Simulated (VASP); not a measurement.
Crystal: Nb.

```xyz
1
Lattice="-1.6858 1.6858 1.6858 1.6858 -1.6858 1.6858 1.6858 1.6858 -1.6858" Properties=species:S:1:pos:R:3 pbc="T T T"
Nb    0.0000    0.0000    0.0000
```

This cell differs from its parent crystal: volume scaled by 1.04.

Base run:

| Item | Value |
| --- | --- |
| Program | VASP 6.6.1 |
| Functional | PBEsol |
| Potentials or basis | VASP PAW PBE potentials, release 64 (Nb_sv) |
| Cutoff | 500 eV |
| k mesh | 11 × 11 × 11 |
| Occupations | fermi-dirac, width 0.05 eV |
| Spin | no spin polarisation |

Its results: pressure -13.8 GPa.

Problem. The run is repeated on the same cell with these changes: functional from PBEsol to RPBE; dispersion from none to D4. What comes out?

Solution. Pressure -10.1 GPa.

Several settings changed at once, so the effect can't be laid on one alone.

Caveats: the PAW data sets were made with another functional, which shifts forces and pressure a little; pairwise dispersion overbinds metals, which lowers pressure and volume (some runs).
